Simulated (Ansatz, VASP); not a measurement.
# CsI: VASP beside Ansatz

File INCAR:

```
SYSTEM = CsI
ALGO = Normal
EDIFF = 1E-6
ENCUT = 500
GGA = PS
GGA_COMPAT = .False.
ISIF = 2
ISMEAR = 0
LASPH = .True.
LCHARG = .False.
LREAL = .False.
LWAVE = .False.
NBANDS = 15
NELM = 120
PREC = Accurate
SIGMA = 0.01
```

The input KPOINTS:

```
k-points
0
Gamma
  6 6 6
  0 0 0
```

POSCAR

```
CsI
1.0
    4.5031916819      0.0000000000      0.0000000000
    0.0000000000      4.5031916819      0.0000000000
    0.0000000000      0.0000000000      4.4806757235
Cs I
1 1
Direct
    0.0000000000      0.0000000000      0.0000000000
    0.5000000000      0.5000000000      0.5000000000
```

Input for Ansatz:

```yaml
crystal:
  lattice:
    - [4.5031916819, 0.0, 0.0]
    - [0.0, 4.5031916819, 0.0]
    - [0.0, 0.0, 4.48067572349]
  atoms:
    - { symbol: Cs, position: [0.0, 0.0, 0.0] }
    - { symbol: I, position: [0.5, 0.5, 0.5] }
kpoints:
  mp_grid: { grid: [6, 6, 6] }
scf:
  occupations: { method: fixed }
  convergence: { dr2_threshold: 1.0e-10 }
hamiltonian:
  xc: pbesol
  pseudopotentials: { kind: all_electron, lapw: { basis_error: 0.0005 } }
output:
  forces: true
  stress: true
  eigenstates:
    kpoints:
      - [0.0, 0.0, 0.0]
      - [0.0, 0.5, 0.5]
      - [0.5, 0.0, 0.5]
      - [0.5, 0.5, 0.0]
      - [-0.5, -0.5, -0.5]
      - [0.0, -0.5, 0.0]
      - [0.0, 0.0, -0.5]
      - [-0.5, 0.0, 0.0]
  eigenvalues: true
```

Change from the starting cell: z stretched by -0.5 %, x and y held.

Alike in both runs: task single point; functional PBEsol; k mesh 6 × 6 × 6; no spin polarisation.

|  | VASP | Ansatz |
| --- | --- | --- |
| version | VASP 6.6.1 | Ansatz 0.2.0 |
| potentials or method | VASP PAW PBE potentials, release 64 (Cs_sv, I), cutoff 500 eV | all-electron LAPW, scalar-relativistic |
| occupations | gaussian, width 0.01 eV | fixed |

```csv
,VASP,Ansatz,Ansatz less VASP
gap on the k mesh at the Fermi level (eV),3.84,3.85,+0.014
pressure (GPa),0.2,0.1,-0.05
"traceless stress, the component that is largest in VASP (GPa)",0.06,0.06,0.000
```

VASP's potentials were made for PBE, not for PBEsol. Ansatz ran all-electron here, and VASP with PAW potentials.

Spin-orbit coupling is off throughout.
